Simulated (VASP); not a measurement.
# HfGe3W2 (P4/mmm) in VASP: a series of runs

HfGe3W2 is run at these levels: PBE; tasks: single point.

All numbers are computed with VASP 6.6.1; they aren't measurements. Logs are shortened: lines on timing, memory, paths and dates and some standing lists are left out, and cuts for length are marked.

### 1 The cell of the first run

The structure is tetragonal, space group P4/mmm (No. 123). The conventional cell has a = 3.789 Å, b = 3.789 Å, c = 8.853 Å, α = 90.00°, β = 90.00°, γ = 90.00°. Within 3.5 Å of Hf (site symmetry 4/mmm) lie 4 W at 2.68 Å and 8 Ge at 3.48 Å. Ge (site symmetry 4mm) has 1 Ge at 2.20 Å and 1 W at 2.22 Å within 2.9 Å. Ge (site symmetry 4/mmm) has 2 Ge at 2.20 Å and 4 W at 2.68 Å within 2.9 Å. W (site symmetry 4/mmm) has 12 Ge at 2.68 to 3.47 Å within 3.5 Å. W (site symmetry 4/mmm) has 2 Ge at 2.22 Å and 4 Hf at 2.68 Å within 2.9 Å.

The cell was generated, and may not be a known phase.

### 2 Single point, PBE

The input, INCAR:

```
SYSTEM = HfGe3W2
ALGO = Normal ; EDIFF = 1E-6
ENCUT = 520 ; GGA = PE
ISIF = 2 ; ISMEAR = 0
LASPH = .True. ; LCHARG = .False.
LREAL = .False. ; LWAVE = .False.
NBANDS = 49 ; NELM = 80
PREC = Accurate ; SIGMA = 0.1
```

The input, KPOINTS:

```
k-points
0
Gamma
  4 4 2
  0 0 0
```

The input, POSCAR:

```
HfGe3W2
1.0
    3.7885248500      0.0000000000      0.0000000000
    0.0000000000      3.7885248500      0.0000000000
    0.0000000000      0.0000000000      8.8525906000
Hf Ge W
1 3 2
Direct
    0.0000000000      0.0000000000      0.5000000000
    0.5000000000      0.5000000000      0.7511408300
    0.5000000000      0.5000000000      0.2488591700
    0.5000000000      0.5000000000      0.0000000000
    0.0000000000      0.0000000000      0.0000000000
    0.5000000000      0.5000000000      0.5000000000
```

Potentials or basis: VASP PAW PBE potentials, release 64 (Hf_pv, Ge_d, W_sv).

Launch:

```sh
cat potpaw_PBE.64/Hf_pv/POTCAR potpaw_PBE.64/Ge_d/POTCAR potpaw_PBE.64/W_sv/POTCAR > POTCAR
mpirun -np 1 vasp_std > vasp.out
```

OUTCAR:

```text
SYSTEM = HfGe3W2
   EDIFF = 1E-6
   ENCUT = 520
   GGA = PE
   ISIF = 2
   ISMEAR = 0
   LASPH = .True.
   LREAL = .False.
   NELM = 80
   PREC = Accurate

 ion  position               nearest neighbor table
   1  0.000  0.000  0.500-   6 2.68   6 2.68   6 2.68   6 2.68
   2  0.500  0.500  0.751-   4 2.20   6 2.22
   3  0.500  0.500  0.249-   4 2.20   6 2.22
   4  0.500  0.500  0.000-   2 2.20   3 2.20   5 2.68   5 2.68   5 2.68   5 2.68
   5  0.000  0.000  0.000-   4 2.68   4 2.68   4 2.68   4 2.68
   6  0.500  0.500  0.500-   2 2.22   3 2.22   1 2.68   1 2.68   1 2.68   1 2.68

  LATTYP: Found a simple tetragonal cell.
 ALAT       =     3.7885248500
 C/A-ratio  =     2.3366853724

  Lattice vectors:

 A1 = (   3.7885248500,   0.0000000000,   0.0000000000)
 A2 = (   0.0000000000,   3.7885248500,   0.0000000000)
 A3 = (   0.0000000000,   0.0000000000,   8.8525906000)

Analysis of symmetry for initial positions (statically):
=====================================================================
 Subroutine PRICEL returns:
 Original cell was already a primitive cell.

 Routine SETGRP: Setting up the symmetry group for a
 simple tetragonal supercell.

 Subroutine GETGRP returns: Found 16 space group operations
 (whereof 16 operations were pure point group operations)
 out of a pool of 16 trial point group operations.

The static configuration has the point symmetry D_4h.

Analysis of symmetry for dynamics (positions and initial velocities):
=====================================================================
 Subroutine PRICEL returns:
 Original cell was already a primitive cell.

 Routine SETGRP: Setting up the symmetry group for a
 simple tetragonal supercell.

 Subroutine GETGRP returns: Found 16 space group operations
 (whereof 16 operations were pure point group operations)
 out of a pool of 16 trial point group operations.

The dynamic configuration has the point symmetry D_4h.

 Subroutine INISYM returns: Found 16 space group operations
 (whereof 16 operations are pure point group operations),
 and found     1 'primitive' translations

----------------------------------------------------------------------------------------

                                     Primitive cell

  volume of cell :     127.0605

  direct lattice vectors                    reciprocal lattice vectors
     3.788524850  0.000000000  0.000000000     0.263954980  0.000000000  0.000000000
[... 82 lines left out ...]
   LREAL  =      F    real-space projection
   EDIFFG = 0.1E-04   stopping-criterion for IOM
   NSW    =      0    number of steps for IOM
   IBRION =     -1    ionic relax: 0-MD 1-quasi-New 2-CG
   NFREE  =      0    steps in history (QN), initial steepest desc. (CG)
   ISIF   =      2    stress and relaxation
   ISYM   =      2    0-nonsym 1-usesym 2-fastsym
   POTIM  = 0.5000    time-step for ionic-motion
   TEBEG  =    0.0;   TEEND  =   0.0 temperature during run
   PSTRESS=    0.0 pullay stress
   NELECT =      80.0000    total number of electrons
   NUPDOWN=      -1.0000    fix difference up-down
   EMIN   =  10.00;   EMAX   =-10.00  energy-range for DOS
   EFERMI =   0.00;   METHOD = LEGACY
   ISMEAR =     0;   SIGMA  =   0.10  broadening in eV -4-tet -1-fermi 0-gaus
   EFERMI_NEDOS =   21; number of points for ismear=-14 and -15
   IALGO  =     38    algorithm
   IMIX   =      4    mixing-type and parameters
     AMIX     =   0.40;   BMIX     =  1.00
     AMIX_MAG =   1.60;   BMIX_MAG =  1.00
  volume/ion in A,a.u.               =      21.18       142.91
  Fermi-wavevector in a.u.,A,eV,Ry     =   1.403141  2.651552 26.787209  1.968804
  Thomas-Fermi vector in A             =   2.525832
   LORBIT       =      0    0 simple, 1 ext, 2 COOP (PROOUT), +10 PAW based schemes
   GGA     = PE    functional components
   LHFCALC =     F    Hartree Fock is set to
   AEXX    =    0.0000 exact exchange contribution
   IVDW    =     0    specifies the selected vdW correction
   LEPSILON=     F    determine dielectric tensor
   LRPA    =     F    only Hartree local field effects (RPA)
 non-spin polarized calculation
 Gauss-broadening in eV      SIGMA  =   0.10
  energy-cutoff  :      520.00
  volume of cell :      127.06
 maximum number of plane-waves:      3460
   NGX = 15   NGY = 15   NGZ = 33

 number of electron      79.9999933 magnetization

 Free energy of the ion-electron system (eV)
  ---------------------------------------------------
  ext. energy  EPLUGINS =         0.00000000
  ---------------------------------------------------
  free energy    TOTEN  =       -40.97250546 eV

  energy without entropy =      -40.93927872  energy(sigma->0) =      -40.95589209

 E-fermi :   6.0983     XC(G=0): -11.0464

 val. band max:        6.0676922188   @ k =   0.5000   0.2500   0.0000
 cond. band min:       6.1184457972   @ k =   0.2500   0.0000   0.0000
 fundamental gap:      0.0507535783
 Fermi energy:         6.0983488573

 k-point     1 :       0.0000    0.0000    0.0000
  band No.  band energies     occupation
      1     -68.3188      2.00000
      2     -66.9424      2.00000
      3     -32.5649      2.00000
      4     -32.5649      2.00000
      5     -32.2990      2.00000
      6     -31.5875      2.00000
[... 613 lines left out ...]
     48       9.2570      0.00000
     49       9.8207      0.00000

------------------------ aborting loop because EDIFF is reached ----------------------------------------

  FORCE on cell =-STRESS in cart. coord.  units (eV):
  Direction    XX          YY          ZZ          XY          YZ          ZX
  --------------------------------------------------------------------------------------
  -------------------------------------------------------------------------------------
  Total       -3.6850217     -3.6850217     27.6387535      0.0000000      0.0000000     -0.0000000
  in kB      -46.4665006    -46.4665006    348.5125117      0.0000000      0.0000000     -0.0000000
  external PRESSURE =      85.1931702 kB  Pullay stress =       0.0000000 kB

 VOLUME and BASIS-vectors are now :
 -----------------------------------------------------------------------------
  energy-cutoff  :      520.00
  volume of cell :      127.06
      direct lattice vectors                 reciprocal lattice vectors
     3.788524850  0.000000000  0.000000000     0.263954980  0.000000000  0.000000000
     0.000000000  3.788524850  0.000000000     0.000000000  0.263954980  0.000000000
     0.000000000  0.000000000  8.852590600     0.000000000  0.000000000  0.112961284

 POSITION                                       TOTAL-FORCE (eV/Angst)
 -----------------------------------------------------------------------------------
      0.00000      0.00000      4.42630         0.000000      0.000000      0.000000
      1.89426      1.89426      6.64954         0.000000      0.000000      1.393278
      1.89426      1.89426      2.20305         0.000000     -0.000000     -1.393278
      1.89426      1.89426      0.00000         0.000000      0.000000      0.000000
      0.00000      0.00000      0.00000         0.000000      0.000000      0.000000
      1.89426      1.89426      4.42630         0.000000      0.000000      0.000000
 -----------------------------------------------------------------------------------
    total drift:                                0.000000      0.000000     -0.000000

  FREE ENERGIE OF THE ION-ELECTRON SYSTEM (eV)
  ---------------------------------------------------
  free  energy   TOTEN  =       -40.9725054567 eV

  energy  without entropy=      -40.9392787213  energy(sigma->0) =      -40.95589209
```

OSZICAR:

```text
N       E                     dE             d eps       ncg     rms          rms(c)
DAV:   1     0.950690345997E+03    0.95069E+03   -0.39639E+04  1497   0.366E+03
DAV:   2     0.103639112220E+03   -0.84705E+03   -0.81734E+03  1192   0.940E+02
DAV:   3    -0.346026190535E+02   -0.13824E+03   -0.13169E+03  1282   0.227E+02
DAV:   4    -0.449205900844E+02   -0.10318E+02   -0.99361E+01  1479   0.636E+01
DAV:   5    -0.452164936276E+02   -0.29590E+00   -0.29402E+00  1520   0.115E+01    0.554E+01
DAV:   6    -0.514680671040E+02   -0.62516E+01   -0.46672E+01  1528   0.277E+01    0.213E+01
DAV:   7    -0.483700513805E+02    0.30980E+01   -0.10696E+02  1577   0.398E+01    0.386E+01
DAV:   8    -0.431340886567E+02    0.52360E+01   -0.14714E+01  1412   0.139E+01    0.164E+01
DAV:   9    -0.411942124179E+02    0.19399E+01   -0.33728E+00  1596   0.838E+00    0.658E+00
DAV:  10    -0.410018159856E+02    0.19240E+00   -0.50923E-01  1615   0.415E+00    0.216E+00
DAV:  11    -0.409876521545E+02    0.14164E-01   -0.68448E-02  1520   0.170E+00    0.191E+00
DAV:  12    -0.409731621644E+02    0.14490E-01   -0.35317E-02  1357   0.100E+00    0.607E-01
DAV:  13    -0.409727298060E+02    0.43236E-03   -0.74679E-03  1832   0.721E-01    0.265E-01
DAV:  14    -0.409729491091E+02   -0.21930E-03   -0.49535E-03  1532   0.447E-01    0.320E-01
DAV:  15    -0.409725013013E+02    0.44781E-03   -0.17213E-03  1520   0.322E-01    0.353E-02
DAV:  16    -0.409725092971E+02   -0.79958E-05   -0.10358E-04  1431   0.540E-02    0.259E-02
DAV:  17    -0.409725051755E+02    0.41216E-05   -0.17426E-05  1359   0.326E-02    0.109E-02
DAV:  18    -0.409725054567E+02   -0.28122E-06   -0.17983E-06   952   0.227E-02
   1 F= -.40972505E+02 E0= -.40955892E+02  d E =-.332267E-01
```

Wall time 2.6 min (1 thread of Intel Xeon 8259CL, shared host); peak memory 0.26 GiB.

What came out:

```yaml
Free_energy: -40.9725 eV
Pressure: 8.5 GPa
Largest_force: 1.393 eV/Å
Band_gap_on_the_k_mesh: zero (bands 40 and 41 overlap by 0.88 eV)
```

Forces on the atoms (eV/Å):
```
Hf   0.000  0.000  0.000
Ge   0.000  0.000  1.393
Ge   0.000  0.000 -1.393
Ge   0.000  0.000  0.000
W    0.000  0.000  0.000
W    0.000  0.000  0.000
```

Stress tensor (GPa, compression positive):
```
-4.65  0.00  0.00
 0.00 -4.65  0.00
 0.00  0.00 34.85
```

Caveat: the k points lie up to 0.41 Å⁻¹ apart, too coarse for converged energies and pressures of a metal; spin-orbit coupling is left out, which moves the levels of the heavy elements; forces of over 1 eV/Å act on the atoms, so gaps and moduli don't describe the material at rest.

### 3 Single point, PBE

This run uses another cell than the first one, of 22.61 Å³/atom.

The input, INCAR:

```
  ALGO = Normal
  EDIFF = 1E-7
  ENCUT = 520
  GGA = PE
  ISIF = 2
  ISMEAR = 0
  LASPH = T
  LCHARG = F
  LREAL = F
  LWAVE = F
  NBANDS = 49
  NELM = 100
  PREC = Accurate
  SIGMA = 0.1
```

The input, KPOINTS:

```
k-points
0
Gamma
  4 4 2
```

The input, POSCAR:

```
HfGe3W2
1.0
    3.6923682102      0.0000000000      0.0000000000
    0.0000000000      3.6923682102      0.0000000000
    0.0000000000      0.0000000000      9.9503452195
Hf Ge W
1 3 2
Direct
    0.0000000000      0.0000000000      0.5000000000
    0.5000000000      0.5000000000      0.7437790868
    0.5000000000      0.5000000000      0.2562209132
    0.5000000000      0.5000000000      0.0000000000
    0.0000000000      0.0000000000      0.0000000000
    0.5000000000      0.5000000000      0.5000000000
```

Potentials or basis: VASP PAW PBE potentials, release 64 (Hf_pv, Ge_d, W_sv).

Launch:

```sh
cat potpaw_PBE.64/Hf_pv/POTCAR potpaw_PBE.64/Ge_d/POTCAR potpaw_PBE.64/W_sv/POTCAR > POTCAR
mpirun -np 1 vasp_std > vasp.out
```

Wall time 3.8 min (1 thread of Intel Xeon 8259CL, shared host); peak memory 0.28 GiB.

Results (log left out):

- Free energy: -42.4428 eV
- Pressure: 0.0 GPa
- Band gap on the k mesh: zero (bands 40 and 41 overlap by 0.92 eV)

Stress tensor (GPa, compression positive):
```
-0.13  0.00  0.00
 0.00 -0.13  0.00
 0.00  0.00  0.35
```

Levels at points of the mesh, in eV from the Fermi level:
```
           k point  band 36  band 37  band 38  band 39  band 40  band 41  band 42  band 43  band 44  band 45
(0.00, 0.00, 0.00)    -1.45    -1.45    -0.36    -0.07    -0.07     0.19     0.19     0.65     1.90     2.90
(0.50, 0.00, 0.00)    -1.07    -0.71    -0.27     0.14     0.24     0.40     0.46     0.71     0.90     1.25
(0.50, 0.50, 0.00)    -1.58    -1.58    -1.54    -0.82    -0.68    -0.68    -0.55     0.86     1.16     1.50
(0.00, 0.00, 0.50)    -1.45    -1.15    -0.36    -0.23    -0.23     0.48     0.48     1.16     1.67     2.46
(0.50, 0.00, 0.50)    -0.83    -0.59    -0.23    -0.07     0.24     0.34     0.47     0.76     1.22     1.71
(0.50, 0.50, 0.50)    -2.42    -2.42    -2.12    -0.45    -0.11    -0.11     0.85     0.89     1.14     1.16
```

Caveat: the k points lie up to 0.43 Å⁻¹ apart, too coarse for converged energies and pressures of a metal; spin-orbit coupling is left out, which moves the levels of the heavy elements.

The gap in the log of VASP goes by the Fermi energy; the results here count the filled bands.